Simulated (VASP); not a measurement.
Set up this calculation in VASP 6.6.1, as the native input.

```yaml
Task: single point
Functional: PBE
Potentials_or_basis: VASP PAW PBE potentials, release 64 (Fe, Ni)
Cutoff: 520 eV
k_mesh: 12 × 12 × 12
Occupations: gaussian, width 0.05 eV
Spin: no spin polarisation
Dipole_correction: no
Further_INCAR_settings: ALGO = Fast; EDIFF = 1e-07; NBANDS = 27
```

The structure of FeNi3 lies in POSCAR:

```
FeNi3
1.0
    3.4974250445      0.0000000000      0.0000000000
    0.0000000000      3.4974250445      0.0000000000
    0.0000000000      0.0000000000      3.4974250445
Fe Ni
1 3
Direct
    0.0000000000      0.0000000000      0.0000000000
    0.0000000000      0.5000000000      0.5000000000
    0.5000000000      0.0000000000      0.5000000000
    0.5000000000      0.5000000000      0.0000000000
```

One way to write it, as run:

INCAR

```
SYSTEM = FeNi3
  PREC = Accurate
  ENCUT = 520
  EDIFF = 1E-7
  ISMEAR = 0
  SIGMA = 0.05
  LREAL = .FALSE.
  LASPH = .TRUE.
  NELM = 100
  ALGO = Fast
  ISIF = 2
  LWAVE = .FALSE.
  LCHARG = .FALSE.
  GGA = PE
  NBANDS = 27
```

KPOINTS

```
Automatic mesh
0
G
  12 12 12
  0 0 0
```

Potentials or basis: VASP PAW PBE potentials, release 64 (Fe, Ni).

The run is started by

```bash
$ cat potpaw_PBE.64/Fe/POTCAR potpaw_PBE.64/Ni/POTCAR > POTCAR
$ mpirun -np 1 vasp_std > vasp.out
```

It gave:

The pressure is -0.1 GPa and the band gap on the k mesh is zero (bands 19 and 20 overlap by 1.09 eV).

Caveat: the run has no spin polarisation, though such a crystal can be magnetic.

Run time: 3.1 min on 1 thread of Intel Xeon 8259CL, with other jobs on the host, peak memory 0.22 GiB.
